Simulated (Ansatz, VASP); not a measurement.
## Two plane-wave programs on Cu

INCAR

```
ALGO = Fast
EDIFF = 1E-6
ENCUT = 520
GGA = PE
ISIF = 2
ISMEAR = 0
LASPH = T
LCHARG = F
LREAL = F
LWAVE = F
NBANDS = 18
NELM = 60
PREC = Accurate
SIGMA = 0.15
```

Contents of KPOINTS:

```
k-points
0
Gamma
  20 20 12
```

File POSCAR:

```
Cu
1.0
   -1.4732621048      1.4732621048      1.3819816208
    1.4732621048     -1.4732621048      1.3819816208
    2.9465242096      2.9465242096      0.0000000000
Cu
2
Direct
    0.0473414960     -0.1638408745      0.0000000000
    0.4526585040      0.6638408745      0.5000000000
```

Input for Ansatz:

```yaml
crystal:
  lattice:
    - [-1.4732621048, 1.4732621048, 1.3819816208]
    - [1.4732621048, -1.4732621048, 1.3819816208]
    - [2.9465242096, 2.9465242096, 0.0]
  atoms:
    - { symbol: Cu, position: [0.047341496, -0.1638408745, 0.0] }
    - { symbol: Cu, position: [0.452658504, 0.6638408745, 0.5] }
basis:
  ecutwfc: 520.0
kpoints:
  mp_grid: { grid: [20, 20, 12] }
hamiltonian:
  xc: pbe
  pseudopotentials: { kind: paw, azcp: { folder: soft_1 } }
scf:
  occupations: { method: gaussian, width: 0.15 }
output:
  forces: true
  stress: true
  eigenvalues: true
```

Change from the starting cell: mode 1 frozen in at -0.440 Å and mode 5 at -0.161 Å (largest displacements).

Alike in both runs: task single point; functional PBE; k mesh 20 × 20 × 12; occupations gaussian, width 0.15 eV; no spin polarisation.

```csv
,VASP,Ansatz
version,VASP 6.6.1,Ansatz 0.2.0
potentials or method,"VASP PAW PBE potentials, release 64 (Cu), cutoff 520 eV","scalar-relativistic, plane waves, PAW"
valence electrons in the cell,22,38
```

|  | VASP | Ansatz | Ansatz less VASP |
| --- | --- | --- | --- |
| gap on the k mesh at the Fermi level (eV) | none | none | - |
| pressure (GPa) | 4.2 | 3.0 | -1.20 |
| traceless stress, the component that is largest in VASP (GPa) | -9.26 | -9.24 | +0.024 |
| rms of the force components (eV/Å) | 0.224 | 0.223 | -0.0008 |

Atom by atom the forces differ by 0.001 eV/Å (rms over components). A gap of «none» marks a metal or a gap that the smearing closes. With one functional, cell and mesh, what is left measures potentials, basis and numerics. VASP's potentials hold 22 valence electrons a cell and Ansatz's 38, so a difference there can come from the potentials and not from the codes.
